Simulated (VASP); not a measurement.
A run of VASP 6.6.1 is set up as follows.

File INCAR:

```
PREC = Accurate
ENCUT = 750
EDIFF = 1E-6
ISMEAR = 0
SIGMA = 0.05
LREAL = F
LASPH = T
NELM = 200
ALGO = Normal
ISIF = 2
LWAVE = F
LCHARG = F
ISPIN = 2
MAGMOM = 1 1 3
LORBIT = 11
GGA = PE
NBANDS = 17
GGA_COMPAT = F
```

The input KPOINTS:

```
regular mesh
0
Gamma
  10 10 10
```

POSCAR

```
Li2Se
1.0
    0.0000000000      3.0031987212      3.0031987212
    3.0031987212      0.0000000000      3.0031987212
    3.0031987212      3.0031987212      0.0000000000
Li Se
2 1
Direct
    0.2500000000      0.2500000000      0.2500000000
    0.7500000000      0.7500000000      0.7500000000
    0.0000000000      0.0000000000      0.0000000000
```

Potentials or basis: VASP PAW PBE potentials, release 64 (Li_sv, Se).

Run with:

```console
$ cat potpaw_PBE.64/Li_sv/POTCAR potpaw_PBE.64/Se/POTCAR > POTCAR
$ mpirun -np 1 vasp_std > vasp.out
```

(1) Estimate the band gap on the k mesh.

(2) Estimate the pressure.

(3) Estimate the net moment.

## Answers

(1) 2.98 eV (least direct gap 3.38 eV).

(2) -0.1 GPa.

(3) 0.00 μB per cell.
